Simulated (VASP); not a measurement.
# NbC4 (P-43m) in VASP: a series of runs

The runs below take NbC4 through single point, relaxation of cell and atoms, with PBE.

All numbers are computed with VASP 6.6.1; they aren't measurements. Logs are shortened: lines on timing, memory, paths and dates and some standing lists are left out, and cuts for length are marked.

## 1. The cell of the first run

It takes space group P-43m (No. 215, cubic). Conventional cell: a = 3.602 Å, b = 3.602 Å, c = 3.602 Å, α = 90.00°, β = 90.00°, γ = 90.00°. Nb (site symmetry -43m) has 4 C at 2.18 Å within 2.9 Å. C (site symmetry 3m) has 3 C at 1.54 Å within 2.1 Å.

## 2. Single point, PBE

The input, INCAR:

```
SYSTEM = NbC4
PREC = Accurate
ENCUT = 520
EDIFF = 1E-6
ISMEAR = 0
SIGMA = 0.1
LREAL = .False.
LASPH = .True.
NELM = 100
ALGO = Normal
ISIF = 2
LWAVE = .False.
LCHARG = .False.
GGA = PE
NBANDS = 22
```

The input, KPOINTS:

```
Automatic mesh
0
Gamma
  4 4 4
  0 0 0
```

The input, POSCAR:

```
NbC4
1.0
    3.6022330744      0.0000000000      0.0000000000
    0.0000000000      3.6022330744      0.0000000000
    0.0000000000      0.0000000000      3.6022330744
Nb C
1 4
Direct
    0.0000000000      0.0000000000      0.0000000000
    0.3487339855      0.6512660145      0.6512660145
    0.6512660145      0.3487339855      0.6512660145
    0.6512660145      0.6512660145      0.3487339855
    0.3487339855      0.3487339855      0.3487339855
```

Potentials or basis: VASP PAW PBE potentials, release 64 (Nb_sv, C).

Launch:

```sh
cat potpaw_PBE.64/Nb_sv/POTCAR potpaw_PBE.64/C/POTCAR > POTCAR
mpirun -np 1 vasp_std > vasp.out
```

OUTCAR:

```text
SYSTEM = NbC4
   PREC = Accurate
   ENCUT = 520
   EDIFF = 1E-6
   ISMEAR = 0
   LREAL = .False.
   LASPH = .True.
   NELM = 100
   ISIF = 2
   GGA = PE

 ion  position               nearest neighbor table
   1  0.000  0.000  0.000-   2 2.18   3 2.18   4 2.18   5 2.18
   2  0.349  0.651  0.651-   3 1.54   4 1.54   5 1.54   1 2.18
   3  0.651  0.349  0.651-   2 1.54   4 1.54   5 1.54   1 2.18
   4  0.651  0.651  0.349-   2 1.54   3 1.54   5 1.54   1 2.18
   5  0.349  0.349  0.349-   2 1.54   3 1.54   4 1.54   1 2.18

  LATTYP: Found a simple cubic cell.
 ALAT       =     3.6022330744

  Lattice vectors:

 A1 = (   3.6022330744,   0.0000000000,   0.0000000000)
 A2 = (   0.0000000000,   3.6022330744,   0.0000000000)
 A3 = (   0.0000000000,   0.0000000000,   3.6022330744)

Analysis of symmetry for initial positions (statically):
=====================================================================
 Subroutine PRICEL returns:
 Original cell was already a primitive cell.

 Routine SETGRP: Setting up the symmetry group for a
 simple cubic supercell.

 Subroutine GETGRP returns: Found 24 space group operations
 (whereof 24 operations were pure point group operations)
 out of a pool of 48 trial point group operations.

The static configuration has the point symmetry T_d .

Analysis of symmetry for dynamics (positions and initial velocities):
=====================================================================
 Subroutine PRICEL returns:
 Original cell was already a primitive cell.

 Routine SETGRP: Setting up the symmetry group for a
 simple cubic supercell.

 Subroutine GETGRP returns: Found 24 space group operations
 (whereof 24 operations were pure point group operations)
 out of a pool of 48 trial point group operations.

The dynamic configuration has the point symmetry T_d .

 Subroutine INISYM returns: Found 24 space group operations
 (whereof 24 operations are pure point group operations),
 and found     1 'primitive' translations

----------------------------------------------------------------------------------------

                                     Primitive cell

  volume of cell :      46.7429

  direct lattice vectors                    reciprocal lattice vectors
     3.602233074  0.000000000  0.000000000     0.277605579  0.000000000  0.000000000
     0.000000000  3.602233074  0.000000000     0.000000000  0.277605579  0.000000000
     0.000000000  0.000000000  3.602233074     0.000000000  0.000000000  0.277605579

  length of vectors
     3.602233074  3.602233074  3.602233074     0.277605579  0.277605579  0.277605579

  position of ions in fractional coordinates (direct lattice)
     0.000000000  0.000000000  0.000000000
     0.348733985  0.651266015  0.651266015
     0.651266015  0.348733985  0.651266015
     0.651266015  0.651266015  0.348733985
     0.348733985  0.348733985  0.348733985

  ion indices of the primitive-cell ions
   primitive index   ion index
                 1           1
                 2           2
                 3           3
                 4           4
                 5           5

----------------------------------------------------------------------------------------

 KPOINTS: Automatic mesh

Automatic generation of k-mesh.
 Grid dimensions read from file:
 generate k-points for:    4    4    4

 Generating k-lattice:

  Cartesian coordinates                     Fractional coordinates (reciprocal lattice)
     0.069401395  0.000000000  0.000000000     0.250000000  0.000000000  0.000000000
     0.000000000  0.069401395  0.000000000     0.000000000  0.250000000  0.000000000
     0.000000000  0.000000000  0.069401395     0.000000000  0.000000000  0.250000000

  Length of vectors
     0.069401395  0.069401395  0.069401395

  Shift w.r.t. Gamma in fractional coordinates (k-lattice)
     0.000000000  0.000000000  0.000000000

 Subroutine IBZKPT returns following result:
 ===========================================

 Found     10 irreducible k-points:

 Following reciprocal coordinates:
            Coordinates               Weight
  0.000000  0.000000  0.000000      1.000000
  0.250000  0.000000  0.000000      6.000000
  0.500000  0.000000  0.000000      3.000000
  0.250000  0.250000  0.000000     12.000000
  0.500000  0.250000  0.000000     12.000000
  0.500000  0.500000  0.000000      3.000000
  0.250000  0.250000  0.250000      8.000000
  0.500000  0.250000  0.250000     12.000000
  0.500000  0.500000  0.250000      6.000000
  0.500000  0.500000  0.500000      1.000000
   k-points           NKPTS =     10   k-points in BZ     NKDIM =     10   number of bands    NBANDS=     22
   number of dos      NEDOS =    301   number of ions     NIONS =      5
   total plane-waves  NPLWV =  21952
   dimension x,y,z NGX =    28 NGY =   28 NGZ =   28
   dimension x,y,z NGXF=    56 NGYF=   56 NGZF=   56
   ions per type =               1   4
   NGX,Y,Z   is equivalent  to a cutoff of  12.92, 12.92, 12.92 a.u.
[... 69 lines left out ...]
      1     -47.0195      2.00000
      2     -23.0192      2.00000
      3     -23.0192      2.00000
      4     -23.0192      2.00000
      5     -12.0412      2.00000
      6       0.1952      2.00000
[... 14 lines left out ...]
     21      13.9624      0.00000
     22      13.9624      0.00000

 k-point     2 :       0.2500    0.0000    0.0000
  band No.  band energies     occupation
      1     -47.0165      2.00000
      2     -23.0784      2.00000
      3     -23.0133      2.00000
      4     -23.0133      2.00000
      5     -11.8812      2.00000
      6      -1.9004      2.00000
[... 14 lines left out ...]
     21      15.1622      0.00000
     22      15.6885      0.00000

 k-point     3 :       0.5000    0.0000    0.0000
  band No.  band energies     occupation
      1     -47.0136      2.00000
      2     -23.1367      2.00000
      3     -23.0074      2.00000
      4     -23.0074      2.00000
      5     -11.7087      2.00000
      6      -2.9259      2.00000
[... 14 lines left out ...]
     21      16.8030      0.00000
     22      16.8039      0.00000

 k-point     4 :       0.2500    0.2500    0.0000
  band No.  band energies     occupation
      1     -47.0136      2.00000
      2     -23.0727      2.00000
      3     -23.0682      2.00000
      4     -23.0077      2.00000
      5     -11.7595      2.00000
      6      -1.8131      2.00000
[... 14 lines left out ...]
     21      15.7912      0.00000
     22      16.2045      0.00000

 k-point     5 :       0.5000    0.2500    0.0000
  band No.  band energies     occupation
      1     -47.0107      2.00000
      2     -23.1268      2.00000
      3     -23.0625      2.00000
      4     -23.0020      2.00000
      5     -11.6303      2.00000
      6      -2.4750      2.00000
[... 14 lines left out ...]
     21      15.4161      0.00000
     22      16.5430      0.00000

 k-point     6 :       0.5000    0.5000    0.0000
  band No.  band energies     occupation
      1     -47.0077      2.00000
      2     -23.1169      2.00000
      3     -23.1169      2.00000
      4     -22.9965      2.00000
      5     -11.5477      2.00000
      6      -1.9000      2.00000
[... 14 lines left out ...]
     21      14.7932      0.00000
     22      17.9808      0.00000

 k-point     7 :       0.2500    0.2500    0.2500
  band No.  band energies     occupation
      1     -47.0107      2.00000
      2     -23.0669      2.00000
      3     -23.0611      2.00000
      4     -23.0611      2.00000
      5     -11.6498      2.00000
      6      -1.5485      2.00000
[... 14 lines left out ...]
     21      16.4187      0.00000
     22      16.4347      0.00000

 k-point     8 :       0.5000    0.2500    0.2500
  band No.  band energies     occupation
      1     -47.0078      2.00000
      2     -23.1177      2.00000
      3     -23.0572      2.00000
      4     -23.0540      2.00000
      5     -11.5335      2.00000
      6      -2.2404      2.00000
[... 14 lines left out ...]
     21      15.8632      0.00000
     22      16.5771      0.00000

 k-point     9 :       0.5000    0.5000    0.2500
  band No.  band energies     occupation
      1     -47.0049      2.00000
      2     -23.1086      2.00000
      3     -23.1086      2.00000
      4     -23.0487      2.00000
      5     -11.4310      2.00000
      6      -1.9951      2.00000
[... 14 lines left out ...]
     21      15.6635      0.00000
     22      17.4928      0.00000

 k-point    10 :       0.5000    0.5000    0.5000
  band No.  band energies     occupation
      1     -47.0021      2.00000
      2     -23.1004      2.00000
      3     -23.1004      2.00000
      4     -23.1004      2.00000
      5     -11.3066      2.00000
      6      -2.0915      2.00000
[... 14 lines left out ...]
     21      16.8614      0.00000
     22      16.8614      0.00000

------------------------ aborting loop because EDIFF is reached ----------------------------------------

  FORCE on cell =-STRESS in cart. coord.  units (eV):
  Direction    XX          YY          ZZ          XY          YZ          ZX
  --------------------------------------------------------------------------------------
  -------------------------------------------------------------------------------------
  Total        0.0148435      0.0148435      0.0148435     -0.0000000     -0.0000000      0.0000000
  in kB        0.5087821      0.5087821      0.5087821     -0.0000000     -0.0000000      0.0000000
  external PRESSURE =       0.5087821 kB  Pullay stress =       0.0000000 kB

 VOLUME and BASIS-vectors are now :
 -----------------------------------------------------------------------------
  energy-cutoff  :      520.00
  volume of cell :       46.74
      direct lattice vectors                 reciprocal lattice vectors
     3.602233074  0.000000000  0.000000000     0.277605579  0.000000000  0.000000000
     0.000000000  3.602233074  0.000000000     0.000000000  0.277605579  0.000000000
     0.000000000  0.000000000  3.602233074     0.000000000  0.000000000  0.277605579

 POSITION                                       TOTAL-FORCE (eV/Angst)
 -----------------------------------------------------------------------------------
      0.00000      0.00000      0.00000        -0.000000     -0.000000      0.000000
      1.25622      2.34601      2.34601        -0.080222      0.080222      0.080222
      2.34601      1.25622      2.34601         0.080222     -0.080222      0.080222
      2.34601      2.34601      1.25622         0.080222      0.080222     -0.080222
      1.25622      1.25622      1.25622        -0.080222     -0.080222     -0.080222
 -----------------------------------------------------------------------------------
    total drift:                                0.000000      0.000000      0.000000

  FREE ENERGIE OF THE ION-ELECTRON SYSTEM (eV)
  ---------------------------------------------------
  free  energy   TOTEN  =       -39.5982444988 eV

  energy  without entropy=      -39.5916171465  energy(sigma->0) =      -39.59493082
```

Wall time 7.1 s (1 thread of AMD EPYC 9R45 (Zen 5), shared host); peak memory 0.13 GiB.

Results:

* Free energy: -39.5982 eV
* Pressure: 0.1 GPa
* Largest force: 0.139 eV/Å

Forces in eV/Å, atoms in the order of the input:
```
Nb   0.000  0.000  0.000
C   -0.080  0.080  0.080
C    0.080 -0.080  0.080
C    0.080  0.080 -0.080
C   -0.080 -0.080 -0.080
```

Caveat: the k points lie up to 0.44 Å⁻¹ apart.

## 3. Single point, PBE

This run uses another cell than the first one, of 16.55 Å³/atom, 1.770 times its volume.

The input, INCAR:

```
SYSTEM = NbC4
ALGO = Normal
EDIFF = 1E-6
ENCUT = 520
GGA = PE
ISIF = 2
ISMEAR = 0
LASPH = .True.
LCHARG = .True.
LELF = .True.
LREAL = .False.
LVHAR = .True.
LWAVE = .False.
NBANDS = 22
NELM = 100
PREC = Accurate
SIGMA = 0.1
```

The input, KPOINTS:

```
k-points
0
Gamma
  4 4 4
  0 0 0
```

The input, POSCAR:

```
NbC4
1.0
    4.3577868200      0.0000000000      0.0000000000
    0.0000000000      4.3577868200      0.0000000000
    0.0000000000      0.0000000000      4.3577868200
Nb C
1 4
Direct
    0.0000000000      0.0000000000      0.0000000000
    0.2437810800      0.7562189200      0.7562189200
    0.7562189200      0.2437810800      0.7562189200
    0.7562189200      0.7562189200      0.2437810800
    0.2437810800      0.2437810800      0.2437810800
```

Potentials or basis: VASP PAW PBE potentials, release 64 (Nb_sv, C).

Launch:

```sh
cat potpaw_PBE.64/Nb_sv/POTCAR potpaw_PBE.64/C/POTCAR > POTCAR
mpirun -np 1 vasp_std > vasp.out
```

Wall time 9.5 s (1 thread of AMD EPYC 9R45 (Zen 5), shared host); peak memory 0.15 GiB.

The run converged. Its results:

```yaml
Free_energy: -25.6455 eV
Pressure: 9.9 GPa
Largest_force: 3.851 eV/Å
```

Forces on the atoms (eV/Å):
```
Nb   0.000  0.000  0.000
C    2.223 -2.223 -2.223
C   -2.223  2.223 -2.223
C   -2.223 -2.223  2.223
C    2.223  2.223  2.223
```

Levels at points of the mesh, in eV from the Fermi level:
```
           k point  band 10  band 11  band 12  band 13  band 14  band 15  band 16  band 17  band 18  band 19
(0.00, 0.00, 0.00)    -3.68    -1.18    -1.08    -1.08    -1.08     0.71     0.71     0.71     1.90     1.90
(0.50, 0.00, 0.00)    -3.06    -2.00    -0.96    -0.96    -0.69     0.05     0.49     0.72     0.72     1.94
(0.50, 0.50, 0.00)    -2.93    -2.35    -1.80    -0.89    -0.11     0.19     0.52     0.52     0.93     0.93
(0.50, 0.50, 0.50)    -2.73    -2.73    -1.83    -0.78    -0.78    -0.32    -0.32    -0.32     1.84     1.84
```

Caveat: the k points lie up to 0.36 Å⁻¹ apart; forces of over 1 eV/Å act on the atoms, so gaps and moduli don't describe the material at rest.

## 4. Single point, PBE

This run uses another cell than the first one, of 9.39 Å³/atom, 1.004 times its volume.

The input, INCAR:

```
  ALGO = Normal
  EDIFF = 1E-7
  ENCUT = 520
  GGA = PE
  ISIF = 2
  ISMEAR = 0
  LASPH = T
  LCHARG = T
  LELF = T
  LREAL = F
  LVHAR = T
  LWAVE = F
  NBANDS = 22
  NELM = 100
  PREC = Accurate
  SIGMA = 0.1
```

The input, KPOINTS:

```
k-points
0
Gamma
  6 6 6
```

The input, POSCAR:

```
NbC4
1.0
    3.6072856370      0.0000000000      0.0000000000
    0.0000000000      3.6072856370      0.0000000000
    0.0000000000      0.0000000000      3.6072856370
Nb C
1 4
Direct
    0.0000000000      0.0000000000      0.0000000000
    0.3489842254      0.6510157746      0.6510157746
    0.6510157746      0.3489842254      0.6510157746
    0.6510157746      0.6510157746      0.3489842254
    0.3489842254      0.3489842254      0.3489842254
```

Launch:

```sh
cat potpaw_PBE.64/Nb_sv/POTCAR potpaw_PBE.64/C/POTCAR > POTCAR
mpirun -np 1 vasp_std > vasp.out
```

Wall time 17 s (1 thread of AMD EPYC 9R45 (Zen 5), shared host); peak memory 0.13 GiB.

It converged, with:

```
Free energy   : -39.5151 eV
Pressure      : -0.1 GPa
Largest force : 0.133 eV/Å
```

Forces in eV/Å, atoms in the order of the input:
```
Nb   0.000  0.000  0.000
C   -0.077  0.077  0.077
C    0.077 -0.077  0.077
C    0.077  0.077 -0.077
C   -0.077 -0.077 -0.077
```

Levels at points of the mesh, in eV from the Fermi level:
```tsv
k point	band 12	band 13	band 14	band 15	band 16	band 17
(0.00, 0.00, 0.00)	-2.91	-2.91	-2.91	1.42	1.42	2.98
(0.50, 0.00, 0.00)	-3.42	-2.70	-2.44	-1.44	0.86	1.81
(0.50, 0.50, 0.00)	-4.50	-1.04	0.42	0.80	1.38	2.33
(0.50, 0.50, 0.50)	-3.25	0.37	0.37	1.30	1.30	1.30
```

## 5. Relaxation of cell and atoms, PBE

This run uses another cell than the first one, of 16.55 Å³/atom, 1.770 times its volume.

The input, INCAR:

```
  ALGO = Normal
  EDIFF = 1E-6
  EDIFFG = -0.04
  ENCUT = 600
  GGA = PE
  IBRION = 2
  ISIF = 3
  ISMEAR = 0
  LASPH = T
  LCHARG = F
  LREAL = F
  LWAVE = F
  NELM = 80
  NSW = 90
  PREC = Accurate
  SIGMA = 0.1
```

The input, KPOINTS:

```
k-points
0
Gamma
  4 4 4
```

The input, POSCAR:

```
NbC4
1.0
    4.3577868200      0.0000000000      0.0000000000
    0.0000000000      4.3577868200      0.0000000000
    0.0000000000      0.0000000000      4.3577868200
Nb C
1 4
Direct
    0.0000000000      0.0000000000      0.0000000000
    0.2437810800      0.7562189200      0.7562189200
    0.7562189200      0.2437810800      0.7562189200
    0.7562189200      0.7562189200      0.2437810800
    0.2437810800      0.2437810800      0.2437810800
```

Launch:

```sh
cat potpaw_PBE.64/Nb_sv/POTCAR potpaw_PBE.64/C/POTCAR > POTCAR
mpirun -np 1 vasp_std > vasp.out
```

Run time: 3.9 min. Hardware: 1 thread of AMD EPYC 9R45 (Zen 5), shared host; peak memory 0.2 GiB.

Results (log left out):

```yaml
Free_energy: -39.6445 eV
Relaxed_volume: 9.32 Å³/atom
Relaxed_cell: a = 3.598 Å, b = 3.598 Å, c = 3.598 Å, α = 90.00°, β = 90.00°, γ = 90.00°
Space_group_after_relaxing_to_0.05_Å: P-43m (No. 215)
Energy_gained_by_relaxing: 2799.5 meV/atom
Ionic_steps: 23
Pressure_after_relaxing: 0.4 GPa
Largest_force_after_relaxing: 0.007 eV/Å
```

Forces in eV/Å, atoms in the order of the input:
```
Nb   0.000  0.000  0.000
C    0.004 -0.004 -0.004
C   -0.004  0.004 -0.004
C   -0.004 -0.004  0.004
C    0.004  0.004  0.004
```

Step by step:
| step | energy change (eV) | largest force (eV/Å) | pressure (GPa) | volume (Å³) |
| --- | --- | --- | --- | --- |
| 1 | 0.0000 | 3.8471 | 9.88 | 82.76 |
| 2 | -0.6044 | 0.1802 | -15.86 | 95.59 |
| 3 | -0.9489 | 0.8102 | -8.56 | 90.03 |
| 4 | -1.7792 | 1.4465 | -10.70 | 81.86 |
| 5 | -6.2358 | 5.0295 | -15.72 | 60.36 |
| 6 | 7.7812 | 49.7334 | 389.08 | 29.33 |
| 7 | -4.6882 | 6.2226 | 4.62 | 57.04 |
| 8 | -10.1204 | 9.4894 | 30.37 | 42.29 |
| 9 | -10.8803 | 3.5433 | 99.85 | 35.42 |
| 10 | -11.2065 | 6.6886 | 70.32 | 37.40 |
| 11 | -11.1662 | 5.6880 | 80.33 | 36.64 |
| 12 | -11.2234 | 4.8037 | 84.51 | 36.36 |
| 13 | -11.2384 | 3.8493 | 89.07 | 36.09 |
| 14 | -11.3143 | 3.7853 | 87.36 | 36.20 |
| 15 | -11.5340 | 3.5952 | 82.22 | 36.56 |
| 16 | -11.9391 | 3.2380 | 72.53 | 37.28 |
| 17 | -12.6207 | 2.5974 | 55.18 | 38.75 |
| 18 | -13.5306 | 1.5505 | 27.33 | 41.80 |
| 19 | -13.9572 | 0.2467 | -7.61 | 48.37 |
| 20 | -13.9913 | 0.4157 | -2.42 | 47.02 |
| 21 | -13.9921 | 0.4524 | -1.31 | 46.76 |
| 22 | -13.9954 | 0.2943 | -0.73 | 46.70 |
| 23 | -13.9976 | 0.0067 | 0.35 | 46.59 |

Final structure:
```
CELL_PARAMETERS angstrom
3.59838 0.00000 0.00000
0.00000 3.59838 0.00000
0.00000 0.00000 3.59838
ATOMIC_POSITIONS crystal
Nb 0.00000 0.00000 0.00000
C 0.34843 0.65157 0.65157
C 0.65157 0.34843 0.65157
C 0.65157 0.65157 0.34843
C 0.34843 0.34843 0.34843
```

Levels at points of the mesh, in eV from the Fermi level:
```csv
k point,band 11,band 12,band 13,band 14,band 15,band 16,band 17,band 18
"(0.00, 0.00, 0.00)",-5.63,-2.83,-2.83,-2.83,1.56,1.56,5.09,5.09
"(0.50, 0.00, 0.00)",-3.34,-3.34,-2.63,-2.34,-1.36,1.00,1.94,1.94
"(0.50, 0.50, 0.00)",-4.44,-4.44,-0.95,0.52,0.93,1.52,2.44,2.44
"(0.50, 0.50, 0.50)",-4.54,-3.15,0.48,0.48,1.44,1.44,1.44,2.10
```

Caveat: the k points lie up to 0.44 Å⁻¹ apart in the final cell; the volume moved by over 15 % at a fixed basis, so the end points are rough.

## 6. The runs side by side

```tsv
task	cell	k mesh	cutoff (eV)	gap on the mesh (eV)	pressure (GPa)	largest force (eV/Å)
single point	a = 3.602 Å, 5 atoms	4 × 4 × 4	520	none	0.1	0.14
single point	a = 4.358 Å, 5 atoms	4 × 4 × 4	520	none	9.9	3.85
single point	a = 3.607 Å, 5 atoms	6 × 6 × 6	520	none	-0.1	0.13
relaxation of cell and atoms	relaxed from a = 4.358 Å, 5 atoms	4 × 4 × 4	600	none	0.4	0.01
```

Alike in all rows: level PBE; potentials or basis VASP PAW PBE potentials, release 64 (Nb_sv, C); no spin polarisation; smearing gaussian 0.1 eV.

Caveats: some runs use coarse meshes; forces of over 1 eV/Å act on the atoms, so gaps and moduli don't describe the material at rest (some runs); the volume moved by over 15 % at a fixed basis, so the end points are rough (some runs).

Total energies depend on the potentials used, so only differences within one code and one set of settings carry meaning.
